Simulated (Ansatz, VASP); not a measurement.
## KCl in VASP and in Ansatz

File POSCAR:

```
KCl
1.0
    0.0000000000      3.1448483172      3.1448483172
    3.1448483172      0.0000000000      3.1448483172
    3.1448483172      3.1448483172      0.0000000000
K Cl
1 1
Direct
    0.0000000000      0.0000000000      0.0000000000
    0.5000000000      0.5000000000      0.5000000000
```

File INCAR.step1:

```
SYSTEM = KCl
PREC = Accurate ; ENCUT = 520
EDIFF = 1E-5 ; ISMEAR = 0
SIGMA = 0.01 ; LREAL = .False.
LASPH = .True. ; NELM = 60
ALGO = Normal ; ISIF = 2
LWAVE = .True. ; NBANDS = 15
GGA = PE
```

INCAR.step2

```
SYSTEM = KCl
PREC = Accurate ; ENCUT = 520
EDIFF = 1E-6 ; ISMEAR = 0
SIGMA = 0.01 ; LREAL = .False.
LASPH = .True. ; NELM = 60
ALGO = Normal ; ISIF = 2
LWAVE = .False. ; LCHARG = .True.
GGA = PE ; LHFCALC = .True.
AEXX = 0.2 ; HFSCREEN = 0.5
PRECFOCK = Normal ; LELF = .True.
LVHAR = .True. ; NBANDS = 15
ISTART = 1
```

The input KPOINTS:

```
regular mesh
0
Gamma
  4 4 4
  0 0 0
```

Input for Ansatz:

```yaml
crystal:
  lattice:
    - [0.0, 3.1448483172, 3.1448483172]
    - [3.1448483172, 0.0, 3.1448483172]
    - [3.1448483172, 3.1448483172, 0.0]
  atoms:
    - { symbol: K, position: [0.0, 0.0, 0.0] }
    - { symbol: Cl, position: [0.5, 0.5, 0.5] }
kpoints:
  mp_grid: { grid: [4, 4, 4] }
hamiltonian:
  xc: { exchange: pbe, correlation: pbe, exx: { coeff: 0.2, omega: 0.5 } }
scf:
  occupations: { method: fixed }
  n_extra_bands: 4
output:
  forces: true
  stress: true
  eigenvalues: true
```

Alike in both runs: task single point; functional PBE-based screened hybrid; k mesh 4 × 4 × 4; no spin polarisation.

|  | VASP | Ansatz |
| --- | --- | --- |
| version | VASP 6.6.1 | Ansatz 0.2.0 |
| potentials or method | VASP PAW PBE potentials, release 64 (K_sv, Cl) | plane waves |
| plane-wave cutoff (eV) | 520 | 420 |
| occupations | gaussian, width 0.01 eV | fixed |
| valence electrons in the cell | 16 | 16 |

|  | VASP | Ansatz | Ansatz less VASP |
| --- | --- | --- | --- |
| gap on the k mesh at the Fermi level (eV) | 5.74 | 5.74 | +0.004 |
| pressure (GPa) | 0.6 | 0.6 | -0.03 |

VASP's potentials were made for PBE, not for PBE-based screened hybrid. Ansatz's warnings: stress exchange threshold loose, stress scf threshold loose.

The k mesh is coarse, so the values compare programs but aren't converged.
